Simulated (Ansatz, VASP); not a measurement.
SiC3 in VASP and in Ansatz

INCAR

```
PREC = Accurate ; ENCUT = 600
EDIFF = 1E-7 ; ISMEAR = 0
SIGMA = 0.1 ; LREAL = Auto
LASPH = True ; NELM = 100
ALGO = Normal ; ISIF = 3
LWAVE = False ; LCHARG = False
GGA = PS ; IBRION = 2
NSW = 45 ; EDIFFG = -0.04
ISYM = 0
```

The input KPOINTS:

```
regular mesh
0
Gamma
  4 4 3
```

The input POSCAR:

```
SiC3
1.0
   -4.0074078971     -4.0535805624      0.0094500783
   -0.0092943012      4.0534247853      4.0070807069
   -3.9918192860      4.0474420297     -3.9918036501
C Si
18 6
Direct
    0.4916710560      0.0064800506      0.0089805550
    0.0142915841      0.0274066369      0.0169235930
    0.8472530662      0.1840216044      0.6824979713
    0.6414420004      0.3034683592      0.3239309927
    0.4708824289      0.4839476691      0.0169233262
    0.0118602700      0.4864435854      0.9841158088
    0.3143082039      0.6510934963      0.6825219530
    0.6623919748      0.8358214441      0.2991700281
    0.1947808606      0.8567917742      0.3239395345
    0.3283253391      0.1699249479      0.9509098293
    0.8383740815      0.1796507158      0.9188663899
    0.6679408841      0.2973218603      0.5596739049
    0.1520770131      0.3462729856      0.6259153957
    0.5096472892      0.5106032084      0.2441522044
    0.3186687743      0.6599717382      0.9188971016
    0.2010174940      0.8303833562      0.5596897580
    0.4964283575      0.0017649213      0.2300023106
    0.9876285494      0.9885847314      0.2441640793
    0.3349601586      0.1633722595      0.6833344536
    0.1808315661      0.3174395859      0.3627011933
    0.8559504812      0.6424036999      0.6255493280
    0.9880261959      0.5102063161      0.2404567696
    0.8268818215      0.6713937199      0.9304526412
    0.6491680629      0.8491243889      0.5660934260
```

Input for Ansatz:

```yaml
crystal:
  lattice:
    - [-4.0074078971, -4.0535805624, 0.0094500783]
    - [-0.0092943012, 4.0534247853, 4.0070807069]
    - [-3.991819286, 4.0474420297, -3.9918036501]
  atoms:
    - { symbol: C, position: [0.491671056, 0.0064800506, 0.008980555] }
    - { symbol: C, position: [0.0142915841, 0.0274066369, 0.016923593] }
    - { symbol: C, position: [0.8472530662, 0.1840216044, 0.6824979713] }
    - { symbol: C, position: [0.6414420004, 0.3034683592, 0.3239309927] }
    - { symbol: C, position: [0.4708824289, 0.4839476691, 0.0169233262] }
    - { symbol: C, position: [0.01186027, 0.4864435854, 0.9841158088] }
    - { symbol: C, position: [0.3143082039, 0.6510934963, 0.682521953] }
    - { symbol: C, position: [0.6623919748, 0.8358214441, 0.2991700281] }
    - { symbol: C, position: [0.1947808606, 0.8567917742, 0.3239395345] }
    - { symbol: C, position: [0.3283253391, 0.1699249479, 0.9509098293] }
    - { symbol: C, position: [0.8383740815, 0.1796507158, 0.9188663899] }
    - { symbol: C, position: [0.6679408841, 0.2973218603, 0.5596739049] }
    - { symbol: C, position: [0.1520770131, 0.3462729856, 0.6259153957] }
    - { symbol: C, position: [0.5096472892, 0.5106032084, 0.2441522044] }
    - { symbol: C, position: [0.3186687743, 0.6599717382, 0.9188971016] }
    - { symbol: C, position: [0.201017494, 0.8303833562, 0.559689758] }
    - { symbol: C, position: [0.4964283575, 0.0017649213, 0.2300023106] }
    - { symbol: C, position: [0.9876285494, 0.9885847314, 0.2441640793] }
    - { symbol: Si, position: [0.3349601586, 0.1633722595, 0.6833344536] }
    - { symbol: Si, position: [0.1808315661, 0.3174395859, 0.3627011933] }
    - { symbol: Si, position: [0.8559504812, 0.6424036999, 0.625549328] }
    - { symbol: Si, position: [0.9880261959, 0.5102063161, 0.2404567696] }
    - { symbol: Si, position: [0.8268818215, 0.6713937199, 0.9304526412] }
    - { symbol: Si, position: [0.6491680629, 0.8491243889, 0.566093426] }
  symmetry: { detect: false }
basis:
  ecutwfc: 420
kpoints:
  mp_grid: { grid: [4, 4, 3] }
hamiltonian:
  xc: pbesol
scf:
  occupations: { method: gaussian, width: 0.1 }
  lower_state_search: "off"
output:
  forces: true
  stress: true
  eigenvalues: true
relax:
  adjacent_minimum: "off"
  f_tol: 0.04
  max_steps: 25
  cell: { stress_tol: 0.3 }
```

Alike in both runs: task relaxation of cell and atoms; functional PBEsol; k mesh 4 × 4 × 3; occupations gaussian, width 0.1 eV; no spin polarisation.

|  | VASP | Ansatz |
| --- | --- | --- |
| version | VASP 6.6.1 | Ansatz 0.2.0 |
| potentials or method | VASP PAW PBE potentials, release 64 (C, Si), cutoff 600 eV | scalar-relativistic, plane waves, PAW |
| valence electrons in the cell | 96 | 96 |

|  | VASP | Ansatz | Ansatz less VASP |
| --- | --- | --- | --- |
| gap on the k mesh at the Fermi level, each at its own relaxed structure (eV) | 0.68 | 0.68 | +0.001 |
| relaxed volume (Å³/atom) | 8.13 | 8.12 | -0.008 |
| relaxed cell length with the largest relative difference (Å) | 5.701 | 5.698 | -0.0024 |

VASP's potentials were made for PBE, not for PBEsol.
